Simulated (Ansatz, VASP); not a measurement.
One calculation of AlN, two programs

```xyz
2
Lattice="0.0000 2.0189 2.0189 2.0189 0.0000 2.0189 2.0189 2.0189 0.0000" Properties=species:S:1:pos:R:3 pbc="T T T"
Al    0.0000    0.0000    0.0000
N     2.0189    2.0189    2.0189
```

Alike in both runs: task single point; functional PBE; k mesh 8 × 8 × 8; occupations gaussian, width 0.5 eV; no spin polarisation.

```csv
,VASP,Ansatz
version,VASP 6.6.1,Ansatz 0.2.0
potentials or method,"VASP PAW PBE potentials, release 64 (Al, N)",plane waves
plane-wave cutoff (eV),600,420
valence electrons in the cell,8,8
```

Ansatz gave:

| Property | Result |
| --- | --- |
| gap on the k mesh at the Fermi level (eV) | 4.67 |
| pressure (GPa) | 6.4 |

Q: Which values does VASP return?

A: gap on the k mesh at the Fermi level (eV): 4.65; pressure (GPa): 6.0.
